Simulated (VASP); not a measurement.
AlN:

```
Al N
1.0
     2.97189    0.00000    0.00000
    -1.48594    2.57373    0.00000
     0.00000    0.00000   14.55919
Al N
6 6
Direct
  0.00000 0.00000 0.18750
  0.00000 0.00000 0.68750
  0.33333 0.66667 0.52083
  0.66667 0.33333 0.02083
  0.33333 0.66667 0.85417
  0.66667 0.33333 0.35417
  0.00000 0.00000 0.31250
  0.00000 0.00000 0.81250
  0.33333 0.66667 0.97917
  0.66667 0.33333 0.47917
  0.33333 0.66667 0.64583
  0.66667 0.33333 0.14583
```

| Item | Value |
| --- | --- |
| Program | VASP 6.6.1 |
| Task | relaxation of cell and atoms |
| Functional | PBE |
| Potentials or basis | VASP PAW PBE potentials, release 64 (Al, N) |
| Cutoff | 600 eV |
| k mesh | 6 × 6 × 2 |
| Occupations | gaussian, width 0.1 eV |
| Spin | no spin polarisation |

At the start: pressure 34.9 GPa; volume 9.28 Å³/atom.

Problem. Where does the relaxation end?

Solution. Over 8 steps the energy falls by 133.6 meV/atom and the volume is 10.67 Å³/atom (+15.0 %); space group P6_3mc (No. 186, to 0.05 Å).

Step by step:
| step | energy change (eV) | largest force (eV/Å) | pressure (GPa) | volume (Å³) |
| --- | --- | --- | --- | --- |
| 1 | 0.0000 | 0.2854 | 34.91 | 111.36 |
| 2 | -0.1858 | 0.1068 | -20.77 | 147.23 |
| 3 | -1.6017 | 0.0992 | -0.59 | 128.18 |
| 4 | -1.6024 | 0.0990 | -0.06 | 127.82 |
| 5 | -1.6019 | 0.0988 | 0.47 | 127.48 |
| 6 | -1.6032 | 0.0603 | 0.46 | 127.48 |
| 7 | -1.6033 | 0.0667 | 0.45 | 127.48 |
| 8 | -1.6036 | 0.0303 | -0.35 | 128.01 |

Final structure:
```cif
data_structure
_symmetry_space_group_name_H-M 'P 1'
_symmetry_Int_Tables_number 1
_cell_length_a 3.1185
_cell_length_b 3.1185
_cell_length_c 15.1992
_cell_angle_alpha 90.000
_cell_angle_beta 90.000
_cell_angle_gamma 120.000
_cell_volume 128.01
loop_
_atom_site_label
_atom_site_type_symbol
_atom_site_fract_x
_atom_site_fract_y
_atom_site_fract_z
_atom_site_occupancy
Al1 Al 0.00000 0.00000 0.18766 1
Al2 Al 0.00000 0.00000 0.68766 1
Al3 Al 0.33333 0.66667 0.52054 1
Al4 Al 0.66667 0.33333 0.02054 1
Al5 Al 0.33333 0.66667 0.85334 1
Al6 Al 0.66667 0.33333 0.35334 1
N1 N 0.00000 0.00000 0.31281 1
N2 N 0.00000 0.00000 0.81281 1
N3 N 0.33333 0.66667 0.97930 1
N4 N 0.66667 0.33333 0.47930 1
N5 N 0.33333 0.66667 0.64635 1
N6 N 0.66667 0.33333 0.14635 1
```
